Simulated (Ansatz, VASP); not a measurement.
# One calculation of Zn3Bi2, two programs

INCAR

```
PREC = Accurate ; ENCUT = 600
EDIFF = 1E-7 ; ISMEAR = 0
SIGMA = 0.1 ; LREAL = False
LASPH = True ; NELM = 80
ALGO = Normal ; ISIF = 3
LWAVE = False ; LCHARG = False
GGA = PE ; IBRION = 2
NSW = 90 ; EDIFFG = -0.04
```

Contents of KPOINTS:

```
Automatic mesh
0
Gamma
  3 3 3
```

POSCAR

```
Zn3Bi2
1.0
    3.7145330700      2.1445866700      2.9592779500
   -3.7145330700      2.1445866700      2.9592779500
    0.0000000000     -4.2891733400      2.9592779500
Zn Bi
3 2
Direct
    0.0000000000      0.5000000000      0.0000000000
    0.0000000000      0.0000000000      0.5000000000
    0.5000000000      0.0000000000      0.0000000000
    0.8187567600      0.8187567600      0.8187567600
    0.1812432400      0.1812432400      0.1812432400
```

Input for Ansatz:

```yaml
crystal:
  lattice:
    - [3.71453307, 2.14458667, 2.95927795]
    - [-3.71453307, 2.14458667, 2.95927795]
    - [0.0, -4.28917334, 2.95927795]
  atoms:
    - { symbol: Zn, position: [0.0, 0.5, 0.0] }
    - { symbol: Zn, position: [0.0, 0.0, 0.5] }
    - { symbol: Zn, position: [0.5, 0.0, 0.0] }
    - { symbol: Bi, position: [0.81875676, 0.81875676, 0.81875676] }
    - { symbol: Bi, position: [0.18124324, 0.18124324, 0.18124324] }
basis:
  ecutwfc: 420
kpoints:
  mp_grid: { grid: [3, 3, 3] }
hamiltonian:
  xc: pbe
scf:
  occupations: { method: gaussian, width: 0.1 }
  lower_state_search: "off"
output:
  forces: true
  stress: true
  eigenvalues: true
relax:
  adjacent_minimum: "off"
  f_tol: 0.04
  max_steps: 70
  cell: { stress_tol: 0.4 }
```

Change from the starting cell: species swapped into the Br2Cl3 type (R-3m, No. 166).

Alike in both runs: task relaxation of cell and atoms; functional PBE; k mesh 3 × 3 × 3; occupations gaussian, width 0.1 eV; no spin polarisation.

|  | VASP | Ansatz |
| --- | --- | --- |
| version | VASP 6.6.1 | Ansatz 0.2.0 |
| potentials or method | VASP PAW PBE potentials, release 64 (Zn, Bi_d), cutoff 600 eV | scalar-relativistic, plane waves, PAW |
| valence electrons in the cell | 66 | 66 |

```tsv
	VASP	Ansatz	Ansatz less VASP
gap on the k mesh at the Fermi level, each at its own relaxed structure (eV)	0.16	0.81	+0.654
relaxed volume (Å³/atom)	32.62	33.31	+0.696
relaxed cell length with the largest relative difference (Å)	5.808	5.547	-0.2607
```

Spin-orbit coupling is off throughout. Noted on VASP's run: the volume moved by over 15 % at a fixed basis, so the end points are rough.
